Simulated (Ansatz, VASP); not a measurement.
# One calculation of Sc2Cd, two programs

Contents of INCAR:

```
SYSTEM = Sc2Cd
  PREC = Accurate
  ENCUT = 600
  EDIFF = 1E-6
  ISMEAR = 0
  SIGMA = 0.1
  LREAL = .False.
  LASPH = .True.
  NELM = 60
  ALGO = Normal
  ISIF = 3
  LWAVE = .False.
  LCHARG = .False.
  GGA = PE
  IBRION = 2
  NSW = 90
  EDIFFG = -0.04
```

Contents of KPOINTS:

```
Automatic mesh
0
Gamma
  6 6 6
  0 0 0
```

Contents of POSCAR:

```
Sc2Cd
1.0
    0.0000000000      3.1270841430      3.1270841430
    3.1270841430      0.0000000000      3.1270841430
    3.1270841430      3.1270841430      0.0000000000
Sc Cd
2 1
Direct
    0.2500000000      0.2500000000      0.2500000000
    0.7500000000      0.7500000000      0.7500000000
    0.0000000000      0.0000000000      0.0000000000
```

Input for Ansatz:

```yaml
crystal:
  lattice:
    - [0.0, 3.127084143, 3.127084143]
    - [3.127084143, 0.0, 3.127084143]
    - [3.127084143, 3.127084143, 0.0]
  atoms:
    - { symbol: Sc, position: [0.25, 0.25, 0.25] }
    - { symbol: Sc, position: [0.75, 0.75, 0.75] }
    - { symbol: Cd, position: [0.0, 0.0, 0.0] }
basis:
  ecutwfc: 420
kpoints:
  mp_grid: { grid: [6, 6, 6] }
hamiltonian:
  xc: pbe
scf:
  occupations: { method: gaussian, width: 0.1 }
  lower_state_search: "off"
output:
  forces: true
  stress: true
  eigenvalues: true
relax:
  adjacent_minimum: "off"
  f_tol: 0.04
  max_steps: 70
  cell: { stress_tol: 0.4 }
```

Alike in both runs: task relaxation of cell and atoms; functional PBE; k mesh 6 × 6 × 6; occupations gaussian, width 0.1 eV; no spin polarisation.

|  | VASP | Ansatz |
| --- | --- | --- |
| version | VASP 6.6.1 | Ansatz 0.2.0 |
| potentials or method | VASP PAW PBE potentials, release 64 (Sc_sv, Cd), cutoff 600 eV | scalar-relativistic, plane waves, PAW |
| valence electrons in the cell | 34 | 42 |

```tsv
	VASP	Ansatz	Ansatz less VASP
gap on the k mesh at the Fermi level, each at its own relaxed structure (eV)	none	none	-
relaxed volume (Å³/atom)	26.71	26.71	0.000
relaxed length of the cell vector where the two differ most in proportion (Å)	4.839	4.839	0.0000
```

A gap of «none» marks a metal or a gap that the smearing closes. VASP's potentials hold 34 valence electrons a cell and Ansatz's 42, so a difference there can come from the potentials and not from the codes.

Noted on VASP's run: the volume moved by over 15 % at a fixed basis, so the end points are rough.
